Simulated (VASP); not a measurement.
Cl:

```
Cl
1.0
     3.14500   -2.25000    0.00000
     3.14500    2.25000    0.00000
     0.00000    0.00000    8.21000
Cl
4
Direct
  0.87000 0.13000 0.10000
  0.63000 0.37000 0.60000
  0.13000 0.87000 0.90000
  0.37000 0.63000 0.40000
```

```yaml
Program: VASP 6.6.1
Task: relaxation of cell and atoms
Functional: PBE
Potentials_or_basis: VASP PAW PBE potentials, release 64 (Cl)
Cutoff: 600 eV
k_mesh: 6 × 6 × 2
Occupations: gaussian, width 0.01 eV
Spin: no spin polarisation
```

At the start: pressure 0.3 GPa; volume 29.05 Å³/atom.

Question: Where does the relaxation end?

Answer: Over 38 steps the energy falls by 19.2 meV/atom and the volume is 35.25 Å³/atom (+21.4 %); space group Cmce (No. 64, to 0.1 Å) before and after.

Step by step:
```csv
step,energy change (eV),largest force (eV/Å),pressure (GPa),volume (Å³)
1,0.0000,0.1751,0.33,116.19
2,-0.0106,0.1725,0.86,117.20
3,-0.0112,0.2686,1.04,117.52
4,-0.0168,0.2524,0.96,118.41
5,-0.0313,0.2032,0.74,121.09
6,-0.0518,0.1059,0.35,126.53
7,-0.0670,0.1070,-0.23,137.73
8,-0.0670,0.1216,-0.27,138.59
9,-0.0681,0.1536,0.16,140.58
10,-0.0689,0.0483,-0.01,139.81
11,-0.0694,0.0427,-0.02,140.15
12,-0.0707,0.0244,-0.06,141.16
13,-0.0721,0.0202,-0.13,143.14
14,-0.0723,0.0413,-0.16,144.07
15,-0.0727,0.0173,-0.06,144.17
16,-0.0727,0.0306,-0.03,144.19
17,-0.0729,0.0261,-0.04,144.16
18,-0.0735,0.0132,-0.05,144.04
19,-0.0743,0.0259,-0.08,143.79
20,-0.0735,0.0969,-0.12,143.20
21,-0.0744,0.0411,-0.09,143.67
22,-0.0746,0.0271,0.02,143.25
23,-0.0746,0.0250,0.02,143.28
24,-0.0750,0.0206,0.01,143.02
25,-0.0756,0.0257,-0.01,142.22
26,-0.0756,0.0354,-0.02,141.85
27,-0.0758,0.0278,0.07,141.48
28,-0.0758,0.0263,0.07,141.49
29,-0.0760,0.0208,0.05,141.43
30,-0.0763,0.0099,0.02,141.23
31,-0.0762,0.0365,-0.05,140.81
32,-0.0764,0.0148,-0.01,141.09
33,-0.0764,0.0070,0.01,141.06
34,-0.0765,0.0179,0.04,140.98
35,-0.0765,0.0170,0.04,140.98
36,-0.0765,0.0141,0.03,140.98
37,-0.0766,0.0084,0.02,140.99
38,-0.0767,0.0039,-0.02,141.00
```

Final structure:
```xyz
4
Lattice="3.9045 -2.1532 0.0000 3.9045 2.1532 0.0000 0.0000 0.0000 8.3859" Properties=species:S:1:pos:R:3 pbc="T T T"
Cl    3.9045   -1.6687    0.8823
Cl    3.9045   -0.4845    5.0753
Cl    3.9045    1.6687    7.5036
Cl    3.9045    0.4845    3.3107
```

Caveat: the volume moved by over 15 % at a fixed basis, so the end points are rough; this functional lacks dispersion, which holds the molecules together, so the pressure and a relaxed volume are unreliable.
